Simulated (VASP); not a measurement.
# Cd (P6_3/mmc) in VASP: a series of runs

Runs on Cd. Level: LDA. Tasks: single point, relaxation of cell and atoms.

Program: VASP 6.6.1. These are calculated values, not measurements. Logs are shortened: lines on timing, memory, paths and dates and some standing lists are left out, and cuts for length are marked.

## 1. The cell of the first run

The structure is hexagonal, space group P6_3/mmc (No. 194). The conventional cell has a = 2.911 Å, b = 2.911 Å, c = 5.458 Å, α = 90.00°, β = 90.00°, γ = 120.00°. Within 3.8 Å of Cd (site symmetry -6m2) lie 12 Cd at 2.91 to 3.21 Å.

## 2. Single point, LDA

INCAR

```
SYSTEM = Cd
PREC = Accurate
ENCUT = 520
EDIFF = 1E-7
ISMEAR = 1
SIGMA = 0.05
LREAL = .False.
LASPH = .True.
NELM = 100
ALGO = Normal
ISIF = 2
LWAVE = .False.
LCHARG = .True.
GGA = CA
LELF = .True.
LVHAR = .True.
NBANDS = 19
```

KPOINTS

```
regular mesh
0
Gamma
  17 17 8
  0 0 0
```

POSCAR

```
Cd
1.0
    2.9113259181      0.0000000000      0.0000000000
   -1.4556629591      2.5212822038      0.0000000000
    0.0000000000      0.0000000000      5.4584088345
Cd
2
Direct
    0.3333333333      0.6666666667      0.2500000000
    0.6666666667      0.3333333333      0.7500000000
```

Potentials or basis: VASP PAW LDA potentials, release 64 (Cd).

Started as:

```sh
> cat potpaw_LDA.64/Cd/POTCAR > POTCAR
> mpirun -np 1 vasp_std > vasp.out
```

OUTCAR:

```text
SYSTEM = Cd
   PREC = Accurate
   ENCUT = 520
   EDIFF = 1E-7
   ISMEAR = 1
   LREAL = .False.
   LASPH = .True.
   NELM = 100
   ISIF = 2
   GGA = CA

 ion  position               nearest neighbor table
   1  0.333  0.667  0.250-   2 3.21   2 3.21   2 3.21   2 3.21   2 3.21   2 3.21
   2  0.667  0.333  0.750-   1 3.21   1 3.21   1 3.21   1 3.21   1 3.21   1 3.21

  LATTYP: Found a hexagonal cell.
 ALAT       =     2.9113259181
 C/A-ratio  =     1.8748875901

  Lattice vectors:

 A1 = (   2.9113259181,   0.0000000000,   0.0000000000)
 A2 = (  -1.4556629591,   2.5212822038,   0.0000000000)
 A3 = (   0.0000000000,   0.0000000000,   5.4584088345)

Analysis of symmetry for initial positions (statically):
=====================================================================
 Subroutine PRICEL returns:
 Original cell was already a primitive cell.

 Routine SETGRP: Setting up the symmetry group for a
 hexagonal supercell.

 Subroutine GETGRP returns: Found 24 space group operations
 (whereof 12 operations were pure point group operations)
 out of a pool of 24 trial point group operations.

The static configuration has the point symmetry D_3d.
 The point group associated with its full space group is D_6h.

Analysis of symmetry for dynamics (positions and initial velocities):
=====================================================================
 Subroutine PRICEL returns:
 Original cell was already a primitive cell.

 Routine SETGRP: Setting up the symmetry group for a
 hexagonal supercell.

 Subroutine GETGRP returns: Found 24 space group operations
 (whereof 12 operations were pure point group operations)
 out of a pool of 24 trial point group operations.

The dynamic configuration has the point symmetry D_3d.
 The point group associated with its full space group is D_6h.

 Subroutine INISYM returns: Found 24 space group operations
 (whereof 12 operations are pure point group operations),
 and found     1 'primitive' translations

----------------------------------------------------------------------------------------

                                     Primitive cell

  volume of cell :      40.0662

  direct lattice vectors                    reciprocal lattice vectors
     2.911325918  0.000000000  0.000000000     0.343486105  0.198311795  0.000000000
    -1.455662959  2.521282204  0.000000000     0.000000000  0.396623590  0.000000000
     0.000000000  0.000000000  5.458408835     0.000000000  0.000000000  0.183203573

  length of vectors
     2.911325918  2.911325918  5.458408835     0.396623590  0.396623590  0.183203573

  position of ions in fractional coordinates (direct lattice)
     0.333333333  0.666666667  0.250000000
     0.666666667  0.333333333  0.750000000

  ion indices of the primitive-cell ions
   primitive index   ion index
                 1           1
                 2           2

----------------------------------------------------------------------------------------

 KPOINTS: regular mesh

Automatic generation of k-mesh.
 Grid dimensions read from file:
 generate k-points for:   17   17    8

 Generating k-lattice:

  Cartesian coordinates                     Fractional coordinates (reciprocal lattice)
     0.020205065  0.011665400  0.000000000     0.058823529  0.000000000  0.000000000
     0.000000000  0.023330799  0.000000000     0.000000000  0.058823529  0.000000000
     0.000000000  0.000000000  0.022900447     0.000000000  0.000000000  0.125000000

  Length of vectors
     0.023330799  0.023330799  0.022900447

  Shift w.r.t. Gamma in fractional coordinates (k-lattice)
     0.000000000  0.000000000  0.000000000

 Subroutine IBZKPT returns following result:
 ===========================================

 Found    165 irreducible k-points:

 Following reciprocal coordinates:
            Coordinates               Weight
  0.000000  0.000000  0.000000      1.000000
  0.058824 -0.000000  0.000000      6.000000
  0.117647 -0.000000  0.000000      6.000000
  0.176471 -0.000000  0.000000      6.000000
  0.235294 -0.000000  0.000000      6.000000
  0.294118  0.000000  0.000000      6.000000
[... 16 lines left out ...]
  0.411765  0.117647  0.000000     12.000000
  0.176471  0.176471  0.000000      6.000000
 [... further k-points ...]
   k-points           NKPTS =    165   k-points in BZ     NKDIM =    165   number of bands    NBANDS=     19
   number of dos      NEDOS =    301   number of ions     NIONS =      2
   total plane-waves  NPLWV =  24192
   dimension x,y,z NGX =    24 NGY =   24 NGZ =   42
   dimension x,y,z NGXF=    48 NGYF=   48 NGZF=   84
   ions per type =               2
   NGX,Y,Z   is equivalent  to a cutoff of  13.70, 13.70, 12.79 a.u.
   NGXF,Y,Z  is equivalent  to a cutoff of  27.41, 27.41, 25.58 a.u.
 SYSTEM =  Cd
   PREC   = accura    normal or accurate (medium, high low for compatibility)
   ISTART =      0    job   : 0-new  1-cont  2-samecut
   ICHARG =      2    charge: 1-file 2-atom 10-const
   ISPIN  =      1    spin polarized calculation?
   LNONCOLLINEAR =      F non collinear calculations
   LSORBIT =      F    spin-orbit coupling
   LASPH  =      T    aspherical Exc in radial PAW
   ENCUT  =  520.0 eV  38.22 Ry    6.18 a.u.   5.41  5.41 10.15*2*pi/ulx,y,z
   NELM   =    100;   NELMIN=  2; NELMDL= -5     # of ELM steps
   EDIFF  = 0.1E-06   stopping-criterion for ELM
   LREAL  =      F    real-space projection
   EDIFFG = 0.1E-05   stopping-criterion for IOM
   NSW    =      0    number of steps for IOM
   IBRION =     -1    ionic relax: 0-MD 1-quasi-New 2-CG
   NFREE  =      0    steps in history (QN), initial steepest desc. (CG)
   ISIF   =      2    stress and relaxation
   ISYM   =      2    0-nonsym 1-usesym 2-fastsym
   POTIM  = 0.5000    time-step for ionic-motion
   TEBEG  =    0.0;   TEEND  =   0.0 temperature during run
   PSTRESS=    0.0 pullay stress
   NELECT =      24.0000    total number of electrons
   NUPDOWN=      -1.0000    fix difference up-down
   EMIN   =  10.00;   EMAX   =-10.00  energy-range for DOS
   EFERMI =   0.00;   METHOD = LEGACY
   ISMEAR =     1;   SIGMA  =   0.05  broadening in eV -4-tet -1-fermi 0-gaus
   EFERMI_NEDOS =   21; number of points for ismear=-14 and -15
   IALGO  =     38    algorithm
   IMIX   =      4    mixing-type and parameters
     AMIX     =   0.40;   BMIX     =  1.00
     AMIX_MAG =   1.60;   BMIX_MAG =  1.00
  volume/ion in A,a.u.               =      20.03       135.19
  Fermi-wavevector in a.u.,A,eV,Ry     =   1.380021  2.607862 25.911736  1.904459
  Thomas-Fermi vector in A             =   2.504937
   LORBIT       =      0    0 simple, 1 ext, 2 COOP (PROOUT), +10 PAW based schemes
   GGA     = CA    functional components
   LHFCALC =     F    Hartree Fock is set to
   AEXX    =    0.0000 exact exchange contribution
   IVDW    =     0    specifies the selected vdW correction
   LEPSILON=     F    determine dielectric tensor
   LRPA    =     F    only Hartree local field effects (RPA)
 non-spin polarized calculation
 Methfessel and Paxton  Order N= 1 SIGMA  =   0.05
  energy-cutoff  :      520.00
  volume of cell :       40.07
 maximum number of plane-waves:      1107
 NGX is ok and might be reduce to    24
   NGX = 11   NGY = 11   NGZ = 21

 number of electron      24.0000012 magnetization

 Free energy of the ion-electron system (eV)
  ---------------------------------------------------
  ext. energy  EPLUGINS =         0.00000000
  ---------------------------------------------------
  free energy    TOTEN  =        -3.03445641 eV

  energy without entropy =       -3.03424135  energy(sigma->0) =       -3.03438473

 E-fermi :   3.3237     XC(G=0): -11.7723

 val. band max:        3.3234822184   @ k =   0.3529   0.2353   0.3750
 cond. band min:       3.3343547210   @ k =   0.3529   0.2941   0.2500
 fundamental gap:      0.0108725026
 Fermi energy:         3.3237313636

 k-point     1 :       0.0000    0.0000    0.0000
  band No.  band energies     occupation
      1      -6.8945      2.00000
      2      -6.5967      2.00000
      3      -6.1116      2.00000
      4      -6.1116      2.00000
      5      -6.0912      2.00000
      6      -6.0481      2.00000
[... 11 lines left out ...]
     18      19.1558      0.00000
     19      19.4792      0.00000

 k-point     2 :       0.0588   -0.0000    0.0000
  band No.  band energies     occupation
      1      -6.8514      2.00000
      2      -6.5392      2.00000
      3      -6.1359      2.00000
      4      -6.0744      2.00000
      5      -6.0709      2.00000
      6      -6.0177      2.00000
[... 11 lines left out ...]
     18      19.1278      0.00000
     19      19.8764      0.00000

 k-point     3 :       0.1176   -0.0000    0.0000
  band No.  band energies     occupation
      1      -6.7424      2.00000
      2      -6.4268      2.00000
      3      -6.1832      2.00000
      4      -6.0952      2.00000
      5      -5.9664      2.00000
      6      -5.9083      2.00000
[... 11 lines left out ...]
     18      18.9037      0.00000
     19      19.5580      0.00000

 k-point     4 :       0.1765   -0.0000    0.0000
  band No.  band energies     occupation
      1      -6.6539      2.00000
      2      -6.3535      2.00000
      3      -6.2508      2.00000
      4      -6.0382      2.00000
      5      -5.8119      2.00000
      6      -5.7986      2.00000
[... 11 lines left out ...]
     18      17.5674      0.00000
     19      17.7000      0.00000

 k-point     5 :       0.2353   -0.0000    0.0000
  band No.  band energies     occupation
      1      -6.6887      2.00000
      2      -6.4251      2.00000
      3      -6.1535      2.00000
      4      -6.0363      2.00000
      5      -5.8926      2.00000
      6      -5.6936      2.00000
[... 11 lines left out ...]
     18      16.7405      0.00000
     19      17.2385      0.00000

 k-point     6 :       0.2941    0.0000    0.0000
  band No.  band energies     occupation
      1      -6.7901      2.00000
      2      -6.5493      2.00000
      3      -6.2524      2.00000
      4      -6.0014      2.00000
      5      -5.8169      2.00000
      6      -5.7272      2.00000
[... 11 lines left out ...]
     18      17.0168      0.00000
     19      17.5810      0.00000

 k-point     7 :       0.3529    0.0000    0.0000
  band No.  band energies     occupation
      1      -6.8963      2.00000
      2      -6.6629      2.00000
      3      -6.4300      2.00000
      4      -5.9206      2.00000
      5      -5.8757      2.00000
      6      -5.7783      2.00000
[... 11 lines left out ...]
     18      16.8634      0.00000
     19      17.7256      0.00000

 k-point     8 :       0.4118   -0.0000    0.0000
  band No.  band energies     occupation
      1      -6.9792      2.00000
      2      -6.7478      2.00000
      3      -6.5542      2.00000
      4      -5.9961      2.00000
      5      -5.8157      2.00000
      6      -5.7848      2.00000
[... 256 lines left out ...]
 k-point    20 :       0.2353    0.1176    0.0000
  band No.  band energies     occupation
      1      -6.6346      2.00000
      2      -6.4089      2.00000
      3      -6.2569      2.00000
      4      -6.0724      2.00000
      5      -5.9369      2.00000
      6      -5.8111      2.00000
[... 11 lines left out ...]
     18      15.9416      0.00000
     19      16.2066      0.00000

 k-point    21 :       0.2941    0.1176    0.0000
  band No.  band energies     occupation
      1      -6.7404      2.00000
      2      -6.5068      2.00000
      3      -6.4148      2.00000
      4      -5.9885      2.00000
      5      -5.9137      2.00000
      6      -5.7653      2.00000
[... 11 lines left out ...]
     18      15.2998      0.00000
     19      15.7672      0.00000

 k-point    22 :       0.3529    0.1176    0.0000
  band No.  band energies     occupation
      1      -6.8211      2.00000
      2      -6.5834      2.00000
      3      -6.5248      2.00000
      4      -6.0167      2.00000
      5      -5.8429      2.00000
      6      -5.7984      2.00000
[... 11 lines left out ...]
     18      14.8374      0.00000
     19      15.4620      0.00000

 k-point    23 :       0.4118    0.1176    0.0000
  band No.  band energies     occupation
      1      -6.8644      2.00000
      2      -6.6247      2.00000
      3      -6.5811      2.00000
      4      -6.0251      2.00000
      5      -5.8909      2.00000
      6      -5.7388      2.00000
[... 11 lines left out ...]
     18      14.5950      0.00000
     19      15.3073      0.00000

 k-point    24 :       0.1765    0.1765    0.0000
  band No.  band energies     occupation
      1      -6.4465      2.00000
      2      -6.4095      2.00000
      3      -6.2122      2.00000
      4      -6.1037      2.00000
      5      -5.9655      2.00000
      6      -5.9371      2.00000
[... 11 lines left out ...]
     18      14.6512      0.00000
     19      15.2028      0.00000

 [... further k-points ...]
[... 5 lines left out ...]
  --------------------------------------------------------------------------------------
  -------------------------------------------------------------------------------------
  Total        0.2044349      0.2044349      0.1049756     -0.0000000     -0.0000000      0.0000000
  in kB        8.1749893      8.1749893      4.1977879     -0.0000000     -0.0000000      0.0000000
  external PRESSURE =       6.8492555 kB  Pullay stress =       0.0000000 kB

 VOLUME and BASIS-vectors are now :
 -----------------------------------------------------------------------------
  energy-cutoff  :      520.00
  volume of cell :       40.07
      direct lattice vectors                 reciprocal lattice vectors
     2.911325918  0.000000000  0.000000000     0.343486105  0.198311795  0.000000000
    -1.455662959  2.521282204  0.000000000     0.000000000  0.396623590  0.000000000
     0.000000000  0.000000000  5.458408835     0.000000000  0.000000000  0.183203573

 POSITION                                       TOTAL-FORCE (eV/Angst)
 -----------------------------------------------------------------------------------
     -0.00000      1.68085      1.36460         0.000000      0.000000      0.000000
      1.45566      0.84043      4.09381        -0.000000     -0.000000      0.000000
 -----------------------------------------------------------------------------------
    total drift:                               -0.000000      0.000000      0.000000

  FREE ENERGIE OF THE ION-ELECTRON SYSTEM (eV)
  ---------------------------------------------------
  free  energy   TOTEN  =        -3.0344564128 eV

  energy  without entropy=       -3.0342413549  energy(sigma->0) =       -3.03438473
```

Wall time 99 s (1 thread of Oxide Virtual Turin-like, shared host); peak memory 0.18 GiB.

What came out:

```yaml
Free_energy: -3.0345 eV
Pressure: 0.7 GPa
Band_gap_on_the_k_mesh: zero (bands 12 and 13 overlap by 4.34 eV)
```

## 3. Relaxation of cell and atoms, LDA

This run uses another cell than the first one, of 21.59 Å³/atom.

INCAR

```
PREC = Accurate ; ENCUT = 600
EDIFF = 1E-6 ; ISMEAR = 1
SIGMA = 0.05 ; LREAL = False
LASPH = True ; NELM = 80
ALGO = Normal ; ISIF = 3
LWAVE = False ; LCHARG = False
IBRION = 2 ; NSW = 80
EDIFFG = -0.01
```

KPOINTS

```
regular mesh
0
Gamma
  17 17 8
```

POSCAR

```
Cd
1.0
    2.9788700000      0.0000000000      0.0000000000
   -1.4894350000      2.5797770900      0.0000000000
    0.0000000000      0.0000000000      5.6176500000
Cd
2
Direct
    0.3333333300      0.6666666700      0.2500000000
    0.6666666700      0.3333333300      0.7500000000
```

Potentials or basis: VASP PAW LDA potentials, release 64 (Cd).

Started as:

```sh
> cat potpaw_LDA.64/Cd/POTCAR > POTCAR
> mpirun -np 1 vasp_std > vasp.out
```

Wall time 7.9 min (1 thread of Oxide Virtual Turin-like, shared host); peak memory 0.21 GiB.

The run converged. Its results:

```
Free energy                           : -3.0366 eV
Relaxed volume                        : 20.16 Å³/atom
Relaxed cell                          : a = 2.920 Å, b = 2.920 Å, c = 5.461 Å, α = 90.00°, β = 90.00°, γ = 120.00°
Space group after relaxing (to 0.1 Å) : P6_3/mmc (No. 194)
Energy gained by relaxing             : 18.7 meV/atom
Ionic steps                           : 5
Pressure after relaxing               : 0.0 GPa
Band gap on the k mesh                : zero (bands 12 and 13 overlap by 4.30 eV)
```

Step by step:
```csv
step,energy change (eV),largest force (eV/Å),pressure (GPa),volume (Å³)
1,0.0000,0.0000,-3.97,43.17
2,-0.0338,0.0000,1.14,39.91
3,-0.0361,0.0000,-0.06,40.52
4,-0.0371,0.0000,-0.01,40.43
5,-0.0374,0.0000,0.04,40.33
```

Final structure:
```xyz
2
Lattice="2.9202 0.0000 0.0000 -1.4601 2.5290 0.0000 0.0000 0.0000 5.4608" Properties=species:S:1:pos:R:3 pbc="T T T"
Cd    0.0000    1.6860    1.3652
Cd    1.4601    0.8430    4.0956
```

Levels at points of the mesh, in eV from the Fermi level:
```tsv
k point	band 10	band 11	band 12	band 13	band 14	band 15
(0.00, 0.00, 0.00)	-8.50	-8.50	-3.35	-2.94	11.13	14.74
(0.00, 0.00, 0.50)	-8.64	-7.78	-7.78	4.02	4.02	15.07
```

The gap in the log of VASP goes by the Fermi energy; the results here count the filled bands.